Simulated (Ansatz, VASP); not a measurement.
## In in VASP and in Ansatz

```
In
1.0
    -1.82626    1.82626    1.82626
     1.82626   -1.82626    1.82626
     1.82626    1.82626   -1.82626
In
1
Direct
  0.00000 0.00000 0.00000
```

Alike in both runs: task single point; functional PBE; k mesh 16 × 16 × 16; occupations gaussian, width 0.1 eV; no spin polarisation.

|  | VASP | Ansatz |
| --- | --- | --- |
| version | VASP 6.6.1 | Ansatz 0.2.0 |
| potentials or method | VASP PAW PBE potentials, release 64 (In_d), cutoff 500 eV | scalar-relativistic, plane waves, PAW |
| valence electrons in the cell | 13 | 13 |

```tsv
	VASP	Ansatz	Ansatz less VASP
gap on the k mesh at the Fermi level (eV)	none	none	-
pressure (GPa)	6.4	6.4	+0.03
```

A gap of «none» marks a metal or a gap that the smearing closes. The functional is the same, so the differences come from potentials, cutoffs and numerics.
